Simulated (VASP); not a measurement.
A run of VASP 6.6.1 is set up as follows.

Contents of INCAR:

```
SYSTEM = SbMo
ALGO     = Normal         ! electronic algorithm
EDIFF    = 1E-7           ! SCF threshold, eV
ENCUT    = 520            ! plane-wave cutoff, eV
GGA      = PE             ! functional
ISIF     = 2              ! what is computed and relaxed
ISMEAR   = -1             ! smearing method
LASPH    = .True.         ! aspherical terms in the spheres
LCHARG   = .False.        ! write CHGCAR
LREAL    = .False.        ! projectors in reciprocal space
LWAVE    = .False.        ! write WAVECAR
NBANDS   = 16             ! bands
NELM     = 100            ! most SCF steps
PREC     = Accurate       ! precision mode
SIGMA    = 0.08           ! smearing width, eV
```

File KPOINTS:

```
k-points
0
Gamma
  10 10 10
  0 0 0
```

POSCAR

```
SbMo
1.0
    0.0000000000      3.0649472798      3.0649472798
    3.0649472798      0.0000000000      3.0649472798
    3.0649472798      3.0649472798      0.0000000000
Mo Sb
1 1
Direct
    0.0000000000      0.0000000000      0.0000000000
    0.2500000000      0.2500000000      0.2500000000
```

Potentials or basis: VASP PAW PBE potentials, release 64 (Mo_sv, Sb).

The run is started by

```bash
$ cat potpaw_PBE.64/Mo_sv/POTCAR potpaw_PBE.64/Sb/POTCAR > POTCAR
$ mpirun -np 1 vasp_std > vasp.out
```

(1) Estimate the pressure.

(2) What does it give for the band gap on the k mesh?

## Answers

(1) -0.1 GPa.

(2) zero (an odd number of electrons rules out a gap without spin polarisation).

Caveat: spin-orbit coupling is left out, which moves the levels of the heavy elements.
